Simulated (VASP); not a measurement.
Crystal: Ta2Si2Ge.

```xyz
5
Lattice="3.7562 0.0000 0.0000 -1.8781 3.2530 0.0000 0.0000 0.0000 8.1197" Properties=species:S:1:pos:R:3 pbc="T T T"
Ta    0.0000    2.1687    5.5077
Ta    1.8781    1.0843    2.6119
Si    0.0000    0.0000    1.1857
Si    0.0000    0.0000    6.9340
Ge    0.0000    0.0000    4.0598
```

- Program: VASP 6.6.1
- Task: relaxation of cell and atoms
- Functional: PBE
- Potentials or basis: VASP PAW PBE potentials, release 64 (Ta_pv, Si, Ge_d)
- Cutoff: 600 eV
- k mesh: 12 × 12 × 6
- Occupations: gaussian, width 0.1 eV
- Spin: no spin polarisation

At the start: pressure 0.2 GPa; volume 19.84 Å³/atom.

How do energy, volume and symmetry change on relaxing?

Over 36 steps the energy falls by 310.6 meV/atom and the volume is 16.79 Å³/atom (-15.4 %); space group P-3m1 (No. 164, to 0.05 Å).

Step by step:
| step | energy change (eV) | largest force (eV/Å) | pressure (GPa) | volume (Å³) |
| --- | --- | --- | --- | --- |
| 1 | 0.0000 | 0.2129 | 0.19 | 99.21 |
| 2 | -0.0179 | 0.2008 | -0.66 | 99.54 |
| 3 | -0.0499 | 0.1907 | -3.02 | 100.42 |
| 4 | -0.0839 | 0.2171 | -7.44 | 101.85 |
| 5 | -0.0853 | 0.2186 | -7.49 | 101.85 |
| 6 | -0.0895 | 0.2228 | -7.61 | 101.83 |
| 7 | -0.0979 | 0.2308 | -7.85 | 101.80 |
| 8 | -0.1156 | 0.2437 | -8.34 | 101.72 |
| 9 | -0.1576 | 0.2921 | -9.32 | 101.52 |
| 10 | -0.2102 | 0.8923 | -10.91 | 100.96 |
| 11 | -0.2673 | 1.0999 | -10.60 | 99.97 |
| 12 | -0.4042 | 1.7275 | -9.33 | 96.90 |
| 13 | -0.3817 | 2.6975 | -4.40 | 90.44 |
| 14 | -0.4535 | 2.0861 | -8.00 | 94.65 |
| 15 | -0.5566 | 2.0522 | -6.71 | 93.43 |
| 16 | -0.7857 | 1.8801 | -2.15 | 89.81 |
| 17 | -0.7840 | 1.1462 | 10.70 | 82.85 |
| 18 | -0.8696 | 1.6100 | 3.34 | 86.42 |
| 19 | -0.9372 | 1.2626 | 2.48 | 86.68 |
| 20 | -1.0581 | 0.8337 | 0.43 | 87.48 |
| 21 | -1.0296 | 2.1375 | -1.31 | 89.07 |
| 22 | -1.0937 | 1.3205 | -0.57 | 88.08 |
| 23 | -1.2014 | 1.1590 | -1.71 | 88.12 |
| 24 | -1.4211 | 0.6557 | -4.37 | 88.10 |
| 25 | -1.2803 | 0.5954 | -5.04 | 87.54 |
| 26 | -1.4620 | 0.3741 | -5.18 | 88.01 |
| 27 | -1.5269 | 0.5185 | 2.10 | 83.13 |
| 28 | -1.5347 | 0.4764 | 0.18 | 84.28 |
| 29 | -1.5465 | 0.2144 | -0.35 | 84.25 |
| 30 | -1.5479 | 0.2039 | -0.59 | 84.24 |
| 31 | -1.5510 | 0.0858 | 0.39 | 83.69 |
| 32 | -1.5511 | 0.0737 | 0.49 | 83.63 |
| 33 | -1.5527 | 0.0213 | 0.11 | 83.86 |
| 34 | -1.5529 | 0.0286 | -0.15 | 84.01 |
| 35 | -1.5529 | 0.0223 | -0.08 | 83.99 |
| 36 | -1.5532 | 0.0031 | 0.04 | 83.95 |

Final structure:
```
Ta Si Ge
1.0
     3.01083    0.00000    0.00000
    -1.50542    2.60746    0.00000
     0.00000    0.00000   10.69368
Ta Si Ge
2 2 1
Direct
  0.33333 0.66667 0.70716
  0.66667 0.33333 0.29284
  0.00000 0.00000 0.10838
  0.00000 0.00000 0.89162
  0.00000 0.00000 0.50000
```

Caveat: the volume moved by over 15 % at a fixed basis, so the end points are rough.
